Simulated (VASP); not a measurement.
A run of VASP 6.6.1:

File INCAR:

```
PREC     = Accurate       # precision mode
ENCUT    = 520            # plane-wave cutoff, eV
EDIFF    = 1E-7           # SCF threshold, eV
ISMEAR   = 0              # smearing method
SIGMA    = 0.1            # smearing width, eV
LREAL    = F              # projectors in reciprocal space
LASPH    = T              # aspherical terms in the spheres
NELM     = 80             # most SCF steps
ALGO     = Normal         # electronic algorithm
ISIF     = 2              # what is computed and relaxed
LWAVE    = F              # write WAVECAR
LCHARG   = F              # write CHGCAR
GGA      = PS             # functional
NBANDS   = 14             # bands
```

The input KPOINTS:

```
regular mesh
0
Gamma
  8 8 8
```

POSCAR

```
VH2
1.0
    0.0000000000      2.0837753068      2.0837753068
    2.0837753068      0.0000000000      2.0837753068
    2.0837753068      2.0837753068      0.0000000000
V H
1 2
Direct
    0.0000000000      0.0000000000      0.0000000000
    0.2500000000      0.2500000000      0.2500000000
    0.7500000000      0.7500000000      0.7500000000
```

Potentials or basis: VASP PAW PBE potentials, release 64 (V_sv, H).

Command:

```sh
$ cat potpaw_PBE.64/V_sv/POTCAR potpaw_PBE.64/H/POTCAR > POTCAR
$ mpirun -np 1 vasp_std > vasp.out
```

Hardware: 1 thread of AMD EPYC 9R45 96-Core Processor (Zen 5), on a shared host.

**Question.** Estimate the wall time of this run.

**Answer.** It took 4.7 s on 1 thread of AMD EPYC 9R45 96-Core Processor (Zen 5), with other jobs on the host, peak memory 0.11 GiB. Counts: scf iterations 13, k points 29.
